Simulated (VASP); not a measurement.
A run of VASP 6.6.1:

Contents of INCAR:

```
SYSTEM = Ir
PREC = Accurate
ENCUT = 520
EDIFF = 1E-6
ISMEAR = -1
SIGMA = 0.06122561905347299
LREAL = .FALSE.
LASPH = .TRUE.
NELM = 80
ALGO = Normal
ISIF = 2
LWAVE = .FALSE.
LCHARG = .TRUE.
GGA = PE
LELF = .TRUE.
LVHAR = .TRUE.
NBANDS = 16
```

The input KPOINTS:

```
Automatic mesh
0
G
  17 17 17
  0 0 0
```

POSCAR

```
Ir
1.0
    0.0000000000      2.7286458150      2.7286458150
    2.7286458150      0.0000000000      2.7286458150
    2.7286458150      2.7286458150      0.0000000000
Ir
2
Direct
    0.0000000000      0.0000000000      0.0000000000
    0.2500000000      0.2500000000      0.2500000000
```

Potentials or basis: VASP PAW PBE potentials, release 64 (Ir).

The run is started by

```bash
$ cat potpaw_PBE.64/Ir/POTCAR > POTCAR
$ mpirun -np 1 vasp_std > vasp.out
```

Hardware: 1 thread of Intel Xeon 6975P-C, on a shared host.

Problem. Estimate the wall time of this run.

Solution. Run time: 97 s on 1 thread of Intel Xeon 6975P-C, on a shared host, peak memory 0.24 GiB. Counts: scf iterations 11, k points 165.
